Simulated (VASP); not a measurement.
# C11O in VASP: single point with PBE+D3(BJ)

Aim: the single point of C11O with PBE+D3(BJ).

Program: VASP 6.6.1. These are calculated values, not measurements. Logs are shortened: lines on timing, memory, paths and dates and some standing lists are left out, and cuts for length are marked.

## Step 1: The cell of the first run

The cell holds a slab with vacuum, 12 atoms: a = 3.647 Å, b = 4.269 Å, c = 23.581 Å, α = 90.00°, β = 90.00°, γ = 112.97°.

## Step 2: Single point, PBE+D3(BJ)

INCAR reads:

```
SYSTEM = C11O
PREC     = Accurate       ! precision mode
ENCUT    = 520            ! plane-wave cutoff, eV
EDIFF    = 1E-7           ! SCF threshold, eV
ISMEAR   = 0              ! smearing method
SIGMA    = 0.05           ! smearing width, eV
LREAL    = .FALSE.        ! projectors in reciprocal space
LASPH    = .TRUE.         ! aspherical terms in the spheres
NELM     = 100            ! most SCF steps
ALGO     = Normal         ! electronic algorithm
ISIF     = 2              ! what is computed and relaxed
LWAVE    = .FALSE.        ! write WAVECAR
LCHARG   = .TRUE.         ! write CHGCAR
LDIPOL   = .TRUE.       
IDIPOL   = 3            
DIPOL    = 0.5 0.5 0.320
GGA      = PE             ! functional
IVDW     = 12             ! dispersion correction
LELF     = .TRUE.         ! ELF
LVHAR    = .TRUE.       
LVACPOTAV= .TRUE.       
NBANDS   = 37             ! bands
```

KPOINTS reads:

```
regular mesh
0
G
  8 7 1
  0 0 0
```

POSCAR reads:

```
C11O
1.0
    3.6473242347      0.0000000000      0.0000000000
   -1.6658829406      3.9310150970      0.0000000000
    0.0000000000      0.0000000000     23.5809581735
C O
11 1
Direct
    0.5001799340      0.3333933113      0.1696283913
    0.4998200660      0.6666066887      0.1696283913
    0.5001799340      0.8333933113      0.2218942371
    0.4998200660      0.1666066887      0.2218942371
    0.5000212339      0.3353169667      0.2741412245
    0.4999787661      0.6646830333      0.2741412245
    0.5001286265      0.8366480408      0.3266192407
    0.4998713735      0.1633519592      0.3266192407
    0.4997623712      0.3544335279      0.3744953071
    0.5002376288      0.6455664721      0.3744953071
    0.7497623712      1.1044335279      0.5759290218
    0.7497623712      1.1044335279      0.5271608593
```

Potentials or basis: VASP PAW PBE potentials, release 64 (C, O).

The run is started by

```bash
$ cat potpaw_PBE.64/C/POTCAR potpaw_PBE.64/O/POTCAR > POTCAR
$ mpirun -np 1 vasp_std > vasp.out
```

OUTCAR:

```text
SYSTEM = C11O
   PREC = Accurate
   ENCUT = 520
   EDIFF = 1E-7
   ISMEAR = 0
   LREAL = .FALSE.
   LASPH = .TRUE.
   NELM = 100
   ISIF = 2
   GGA = PE
   IVDW = 12
 IVDW          = 12

 ion  position               nearest neighbor table
   1  0.500  0.333  0.170-   4 1.42   2 1.42
   2  0.500  0.667  0.170-   3 1.42   1 1.42
   3  0.500  0.833  0.222-   2 1.42   4 1.42   6 1.43
   4  0.500  0.167  0.222-   1 1.42   3 1.42   5 1.43
   5  0.500  0.335  0.274-   6 1.41   4 1.43   8 1.44
   6  0.500  0.665  0.274-   5 1.41   3 1.43   7 1.44
   7  0.500  0.837  0.327-  10 1.39   8 1.40   6 1.44
   8  0.500  0.163  0.327-   9 1.39   7 1.40   5 1.44
   9  0.500  0.354  0.374-  10 1.24   8 1.39
  10  0.500  0.646  0.374-   9 1.24   7 1.39
  11  0.750  0.104  0.576-  12 1.15
  12  0.750  0.104  0.527-  11 1.15

  LATTYP: Found a simple monoclinic cell.
 ALAT       =     3.6473242347
 B/A-ratio  =     6.4652760918
 C/A-ratio  =     1.1705653965
 COS(beta)  =    -0.3901884655

  Lattice vectors:

 A1 = (   3.6473242347,   0.0000000000,   0.0000000000)
 A2 = (   0.0000000000,   0.0000000000, -23.5809581735)
 A3 = (  -1.6658829406,   3.9310150970,   0.0000000000)

Analysis of symmetry for initial positions (statically):
=====================================================================
 Subroutine PRICEL returns:
 Original cell was already a primitive cell.

 Routine SETGRP: Setting up the symmetry group for a
 simple monoclinic supercell.

 Subroutine GETGRP returns: Found  1 space group operations
 (whereof  1 operations were pure point group operations)
 out of a pool of  4 trial point group operations.

The static configuration has the point symmetry C_1 .

Analysis of symmetry for dynamics (positions and initial velocities):
=====================================================================
 Subroutine PRICEL returns:
 Original cell was already a primitive cell.

 Routine SETGRP: Setting up the symmetry group for a
 simple monoclinic supercell.

 Subroutine GETGRP returns: Found  1 space group operations
 (whereof  1 operations were pure point group operations)
 out of a pool of  4 trial point group operations.

The dynamic configuration has the point symmetry C_1 .

 Subroutine INISYM returns: Found  1 space group operations
 (whereof  1 operations are pure point group operations),
 and found     1 'primitive' translations

----------------------------------------------------------------------------------------

                                     Primitive cell

  volume of cell :     338.0964

  direct lattice vectors                    reciprocal lattice vectors
     3.647324235  0.000000000  0.000000000     0.274173596  0.116189102  0.000000000
    -1.665882941  3.931015097  0.000000000     0.000000000  0.254387219  0.000000000
     0.000000000  0.000000000 23.580958174     0.000000000  0.000000000  0.042407098

  length of vectors
     3.647324235  4.269431539 23.580958174     0.297776876  0.254387219  0.042407098

  position of ions in fractional coordinates (direct lattice)
     0.500179934  0.333393311  0.169628391
     0.499820066  0.666606689  0.169628391
     0.500179934  0.833393311  0.221894237
     0.499820066  0.166606689  0.221894237
     0.500021234  0.335316967  0.274141224
     0.499978766  0.664683033  0.274141224
     0.500128627  0.836648041  0.326619241
     0.499871373  0.163351959  0.326619241
     0.499762371  0.354433528  0.374495307
     0.500237629  0.645566472  0.374495307
     0.749762371  0.104433528  0.575929022
     0.749762371  0.104433528  0.527160859

  ion indices of the primitive-cell ions
   primitive index   ion index
                 1           1
                 2           2
                 3           3
                 4           4
                 5           5
                 6           6
                 7           7
                 8           8
                 9           9
                10          10
                11          11
                12          12

----------------------------------------------------------------------------------------

 KPOINTS: regular mesh

Automatic generation of k-mesh.
 Grid dimensions read from file:
 generate k-points for:    8    7    1

 Generating k-lattice:

  Cartesian coordinates                     Fractional coordinates (reciprocal lattice)
     0.034271699  0.014523638  0.000000000     0.125000000  0.000000000  0.000000000
     0.000000000  0.036341031  0.000000000     0.000000000  0.142857143  0.000000000
     0.000000000  0.000000000  0.042407098     0.000000000  0.000000000  1.000000000

  Length of vectors
     0.037222110  0.036341031  0.042407098

  Shift w.r.t. Gamma in fractional coordinates (k-lattice)
     0.000000000  0.000000000  0.000000000

 Subroutine IBZKPT returns following result:
 ===========================================

 Found     29 irreducible k-points:

 Following reciprocal coordinates:
            Coordinates               Weight
  0.000000  0.000000  0.000000      1.000000
  0.125000  0.000000  0.000000      2.000000
  0.250000  0.000000  0.000000      2.000000
  0.375000  0.000000  0.000000      2.000000
  0.500000  0.000000  0.000000      1.000000
  0.000000  0.142857  0.000000      2.000000
[... 16 lines left out ...]
  0.125000  0.428571  0.000000      2.000000
  0.250000  0.428571  0.000000      2.000000
 [... further k-points ...]
   k-points           NKPTS =     29   k-points in BZ     NKDIM =     29   number of bands    NBANDS=     37
   number of dos      NEDOS =    301   number of ions     NIONS =     12
   total plane-waves  NPLWV = 161280
   dimension x,y,z NGX =    28 NGY =   32 NGZ =  180
   dimension x,y,z NGXF=    56 NGYF=   64 NGZF=  360
   ions per type =              11   1
   NGX,Y,Z   is equivalent  to a cutoff of  12.76, 12.46, 12.69 a.u.
   NGXF,Y,Z  is equivalent  to a cutoff of  25.52, 24.92, 25.38 a.u.
 SYSTEM =  C11O
   PREC   = accura    normal or accurate (medium, high low for compatibility)
   ISTART =      0    job   : 0-new  1-cont  2-samecut
   ICHARG =      2    charge: 1-file 2-atom 10-const
   ISPIN  =      1    spin polarized calculation?
   LNONCOLLINEAR =      F non collinear calculations
   LSORBIT =      F    spin-orbit coupling
   LASPH  =      T    aspherical Exc in radial PAW
   ENCUT  =  520.0 eV  38.22 Ry    6.18 a.u.   6.78  7.94 43.84*2*pi/ulx,y,z
   NELM   =    100;   NELMIN=  2; NELMDL= -5     # of ELM steps
   EDIFF  = 0.1E-06   stopping-criterion for ELM
   LREAL  =      F    real-space projection
   EDIFFG = 0.1E-05   stopping-criterion for IOM
   NSW    =      0    number of steps for IOM
   IBRION =     -1    ionic relax: 0-MD 1-quasi-New 2-CG
   NFREE  =      0    steps in history (QN), initial steepest desc. (CG)
   ISIF   =      2    stress and relaxation
   ISYM   =      2    0-nonsym 1-usesym 2-fastsym
   POTIM  = 0.5000    time-step for ionic-motion
   TEBEG  =    0.0;   TEEND  =   0.0 temperature during run
   PSTRESS=    0.0 pullay stress
   NELECT =      50.0000    total number of electrons
   NUPDOWN=      -1.0000    fix difference up-down
   EMIN   =  10.00;   EMAX   =-10.00  energy-range for DOS
   EFERMI =   0.00;   METHOD = LEGACY
   ISMEAR =     0;   SIGMA  =   0.05  broadening in eV -4-tet -1-fermi 0-gaus
   EFERMI_NEDOS =   21; number of points for ismear=-14 and -15
   IALGO  =     38    algorithm
   IMIX   =      4    mixing-type and parameters
     AMIX     =   0.40;   BMIX     =  1.00
     AMIX_MAG =   1.60;   BMIX_MAG =  1.00
  volume/ion in A,a.u.               =      28.17       190.13
  Fermi-wavevector in a.u.,A,eV,Ry     =   0.865734  1.636001 10.197512  0.749496
  Thomas-Fermi vector in A             =   1.984021
   LORBIT       =      0    0 simple, 1 ext, 2 COOP (PROOUT), +10 PAW based schemes
   GGA     = PE    functional components
   LHFCALC =     F    Hartree Fock is set to
   AEXX    =    0.0000 exact exchange contribution
   IVDW    =    12    specifies the selected vdW correction
   LEPSILON=     F    determine dielectric tensor
   LRPA    =     F    only Hartree local field effects (RPA)
 non-spin polarized calculation
 Gauss-broadening in eV      SIGMA  =   0.05
  energy-cutoff  :      520.00
  volume of cell :      338.10
 maximum number of plane-waves:      9142
   NGX = 13   NGY = 15   NGZ = 87

 dipolmoment           0.000000      0.000000      0.013369 electrons x Angstroem

 number of electron      49.9999999 magnetization

 dipolmoment           0.000000      0.000000     -0.052766 electrons x Angstroem

 Free energy of the ion-electron system (eV)
  ---------------------------------------------------
  ext. energy  EPLUGINS =         0.00000000
  ---------------------------------------------------
  free energy    TOTEN  =       -97.30498229 eV

  energy without entropy =      -97.30184098  energy(sigma->0) =      -97.30341164

 E-fermi :  -2.9092     XC(G=0):  -4.4062

 val. band max:       -2.9105150003   @ k =  -0.1250   0.4286   0.0000
 cond. band min:      -2.8462800443   @ k =  -0.2500   0.4286   0.0000
 fundamental gap:      0.0642349559
 Fermi energy:        -2.9092256005

 k-point     1 :       0.0000    0.0000    0.0000
  band No.  band energies     occupation
      1     -26.7861      2.00000
      2     -21.6278      2.00000
      3     -19.7804      2.00000
      4     -17.0706      2.00000
      5     -16.2088      2.00000
      6     -15.6059      2.00000
[... 29 lines left out ...]
     36       3.2476      0.00000
     37       4.1292      0.00000

 k-point     2 :       0.1250    0.0000    0.0000
  band No.  band energies     occupation
      1     -26.7820      2.00000
      2     -21.5889      2.00000
      3     -19.7445      2.00000
      4     -17.0429      2.00000
      5     -16.2279      2.00000
      6     -15.6053      2.00000
[... 29 lines left out ...]
     36       3.4663      0.00000
     37       4.3896      0.00000

 k-point     3 :       0.2500    0.0000    0.0000
  band No.  band energies     occupation
      1     -26.7721      2.00000
      2     -21.4922      2.00000
      3     -19.6557      2.00000
      4     -16.9750      2.00000
      5     -16.2678      2.00000
      6     -15.6104      2.00000
[... 29 lines left out ...]
     36       4.9083      0.00000
     37       4.9860      0.00000
[... 761 lines left out ...]
 k-point    23 :       0.1250    0.4286    0.0000
  band No.  band energies     occupation
      1     -26.7757      2.00000
      2     -20.4457      2.00000
      3     -19.7223      2.00000
      4     -18.6612      2.00000
      5     -17.9121      2.00000
      6     -16.2957      2.00000
[... 29 lines left out ...]
     36       5.0550      0.00000
     37       5.1397      0.00000

 k-point    24 :       0.2500    0.4286    0.0000
  band No.  band energies     occupation
      1     -26.7675      2.00000
      2     -20.3603      2.00000
      3     -19.7188      2.00000
      4     -18.5882      2.00000
      5     -17.9028      2.00000
      6     -16.2471      2.00000
[... 29 lines left out ...]
     36       5.1975      0.00000
     37       5.3839      0.00000

 [... further k-points ...]

------------------------ aborting loop because EDIFF is reached ----------------------------------------

 Edisp (eV)   -1.25852

 E8    (eV) :    -0.3688

  FORCE on cell =-STRESS in cart. coord.  units (eV):
  Direction    XX          YY          ZZ          XY          YZ          ZX
  --------------------------------------------------------------------------------------
  -------------------------------------------------------------------------------------
  Total       0.06199    -1.49757    -3.62272     0.59537    -0.00048     0.00012
  in kB       0.29376    -7.09672   -17.16739     2.82135    -0.00226     0.00059
  external pressure =       -7.99 kB  Pullay stress =        0.00 kB

 VOLUME and BASIS-vectors are now :
 -----------------------------------------------------------------------------
  energy-cutoff  :      520.00
  volume of cell :      338.10
      direct lattice vectors                 reciprocal lattice vectors
     3.647324235  0.000000000  0.000000000     0.274173596  0.116189102  0.000000000
    -1.665882941  3.931015097  0.000000000     0.000000000  0.254387219  0.000000000
     0.000000000  0.000000000 23.580958174     0.000000000  0.000000000  0.042407098

 POSITION                                       TOTAL-FORCE (eV/Angst)
 -----------------------------------------------------------------------------------
      1.26892      1.31057      4.00000        -2.626144      6.143277      1.136018
      0.71252      2.62044      4.00000         2.626120     -6.143216      1.135962
      0.43598      3.27608      5.23248        -0.160449      0.382405     -1.175557
      1.54546      0.65493      5.23248         0.160722     -0.382516     -1.175569
      1.26514      1.31814      6.46451         0.006979     -0.006729      0.001096
      0.71630      2.61288      6.46451        -0.007009      0.007469      0.000855
      0.43037      3.28888      7.70199        -0.007803      0.017034      0.012154
      1.55107      0.64214      7.70199         0.008387     -0.018364      0.014063
      1.23235      1.39328      8.83096         0.027454     -0.066276      0.039339
      0.74909      2.53773      8.83096        -0.028491      0.067456      0.043345
      2.56065      0.41053     13.58096        -0.000330      0.000207     -0.728631
      2.56065      0.41053     12.43096         0.000564     -0.000747      0.696925
 -----------------------------------------------------------------------------------
    total drift:                               -0.000247     -0.000264      0.000094

  FREE ENERGIE OF THE ION-ELECTRON SYSTEM (eV)
  ---------------------------------------------------
  free  energy   TOTEN  =       -98.5635060001 eV

  energy  without entropy=      -98.5603646940  energy(sigma->0) =      -98.56193535

 vacuum level on the upper side and lower side of the slab         2.962         3.630
```

It took 10 min on 1 thread of Intel Xeon Platinum 8375C at 2.90GHz (Ice Lake), shared host; peak memory 0.55 GiB.

Results:

```
Free energy                : -98.5635 eV
Largest force              : 6.777 eV/Å
Band gap on the k mesh     : zero (bands 25 and 26 overlap by 0.74 eV)
Dispersion energy per atom : -0.105 eV
```

Forces on the atoms (eV/Å):
```
C   -2.626  6.143  1.136
C    2.626 -6.143  1.136
C   -0.160  0.382 -1.176
C    0.161 -0.383 -1.176
C    0.007 -0.007  0.001
C   -0.007  0.007  0.001
C   -0.008  0.017  0.012
C    0.008 -0.018  0.014
C    0.027 -0.066  0.039
C   -0.028  0.067  0.043
C    0.000  0.000 -0.729
O    0.001 -0.001  0.697
```

Levels at points of the mesh, in eV from the Fermi level:
```tsv
k point	band 21	band 22	band 23	band 24	band 25	band 26	band 27	band 28	band 29	band 30
(0.00, 0.00, 0.00)	-2.06	-1.46	-1.38	-1.33	0.62	0.68	1.27	1.75	2.25	3.42
(0.50, 0.00, 0.00)	-2.74	-1.75	-1.07	-0.76	0.08	1.12	1.29	1.93	2.10	2.51
```

The gap in the log of VASP goes by the Fermi energy; the results here count the filled bands.